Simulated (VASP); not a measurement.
A run of VASP 6.6.1 is set up as follows.

Contents of POSCAR:

```
TaN
1.0
    2.9502045230      0.0000000000      0.0000000000
   -1.4751022615      2.5549520633      0.0000000000
    0.0000000000      0.0000000000      2.8977883030
Ta N
1 1
Direct
    0.3333333333      0.6666666667      0.5000000000
    0.0000000000      0.0000000000      0.0000000000
```

Contents of INCAR.step1:

```
SYSTEM = TaN
ALGO = Normal
EDIFF = 1E-4
ENCUT = 520
GGA = PE
ISMEAR = 0
LASPH = .True.
LCHARG = .False.
LREAL = .False.
LWAVE = .True.
NBANDS = 15
NELM = 80
PREC = Accurate
SIGMA = 0.1
```

INCAR.step2

```
SYSTEM = TaN
ALGO = Normal
EDIFF = 1E-6
ENCUT = 520
ISIF = 2
ISMEAR = 0
ISTART = 1
LASPH = .True.
LCHARG = .False.
LMIXTAU = .True.
LREAL = .False.
LWAVE = .False.
METAGGA = R2SCAN
NBANDS = 15
NELM = 80
PREC = Accurate
SIGMA = 0.1
```

File KPOINTS:

```
k-points
0
Gamma
  21 21 20
  0 0 0
```

Potentials or basis: VASP PAW PBE potentials, release 64 (Ta_pv, N).

The run is started by

```sh
$ cat potpaw_PBE.64/Ta_pv/POTCAR potpaw_PBE.64/N/POTCAR > POTCAR
$ cp INCAR.step1 INCAR
$ mpirun -np 1 vasp_std > vasp.out
$ cp INCAR.step2 INCAR
$ mpirun -np 1 vasp_std > vasp.out
```

Task: Estimate the pressure.

Result: -3.4 GPa.

Task: Estimate the band gap on the k mesh.

Result: Zero (bands 8 and 9 overlap by 0.47 eV).

Stress tensor (GPa, compression positive):
```
-3.36  0.00  0.00
 0.00 -3.36  0.00
 0.00  0.00 -3.54
```

Caveat: the cell stands under tension; the PAW data sets were made with another functional, which shifts forces and pressure a little; spin-orbit coupling is left out, which moves the levels of the heavy elements.
